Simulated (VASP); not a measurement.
A run of VASP 6.6.1 is set up as follows.

File POSCAR:

```
ZnF2
1.0
    4.6402390500      0.0000000000      0.0000000000
    0.0000000000      4.6402390500      0.0000000000
    0.0000000000      0.0000000000      3.0868413500
Zn F
2 4
Direct
    0.0000000000      0.0000000000      0.0000000000
    0.5000000000      0.5000000000      0.5000000000
    0.3032131100      0.3032131100      0.0000000000
    0.1967868900      0.8032131100      0.5000000000
    0.6967868900      0.6967868900      0.0000000000
    0.8032131100      0.1967868900      0.5000000000
```

The input INCAR.step1:

```
SYSTEM = ZnF2
PREC     = Accurate       ! precision mode
ENCUT    = 580            ! plane-wave cutoff, eV
ISMEAR   = -1             ! smearing method
SIGMA    = 0.02           ! smearing width, eV
LREAL    = .False.        ! projectors in reciprocal space
LASPH    = .True.         ! aspherical terms in the spheres
NELM     = 120            ! most SCF steps
GGA      = PE             ! functional
ALGO     = Normal         ! electronic algorithm
EDIFF    = 1E-5           ! SCF threshold, eV
LWAVE    = .True.         ! write WAVECAR
LCHARG   = .False.        ! write CHGCAR
GGA_COMPAT= .False.      
IBRION   = 2              ! ionic algorithm
EDIFFG   = -0.01          ! ionic threshold
NELMIN   = 4            
NSW      = 100            ! ionic steps
KPAR     = 4
```

The input INCAR.step2:

```
SYSTEM = ZnF2
PREC     = Accurate       ! precision mode
ENCUT    = 580            ! plane-wave cutoff, eV
EDIFF    = 1E-7           ! SCF threshold, eV
ISMEAR   = -1             ! smearing method
SIGMA    = 0.02           ! smearing width, eV
LREAL    = .False.        ! projectors in reciprocal space
LASPH    = .True.         ! aspherical terms in the spheres
NELM     = 120            ! most SCF steps
ALGO     = Normal         ! electronic algorithm
ISIF     = 2              ! what is computed and relaxed
LWAVE    = .False.        ! write WAVECAR
LCHARG   = .False.        ! write CHGCAR
METAGGA  = R2SCAN         ! meta-GGA
LMIXTAU  = .True.       
IBRION   = 2              ! ionic algorithm
NSW      = 50             ! ionic steps
EDIFFG   = -0.01          ! ionic threshold
ISTART   = 1            
GGA_COMPAT= .False.      
NELMIN   = 4            
KPAR     = 4
```

File KPOINTS:

```
regular mesh
0
Gamma
  6 6 10
  0 0 0
```

Potentials or basis: VASP PAW PBE potentials, release 64 (Zn, F).

The run is started by

```sh
$ cat potpaw_PBE.64/Zn/POTCAR potpaw_PBE.64/F/POTCAR > POTCAR
$ cp INCAR.step1 INCAR
$ mpirun -np 4 vasp_std > vasp.out
$ cp INCAR.step2 INCAR
$ mpirun -np 4 vasp_std > vasp.out
```

Problem. Estimate the band gap on the k mesh.

Solution. 4.25 eV.

Problem. Estimate the energy gained by relaxing.

Solution. 0.2 meV/atom.

Stress tensor (GPa, compression positive):
```
5.57 0.00 0.00
0.00 5.57 0.00
0.00 0.00 6.63
```

Caveat: the PAW data sets were made with another functional, which shifts forces and pressure a little. r2SCAN opens gaps a little over a GGA but as a rule still falls short of measured ones.
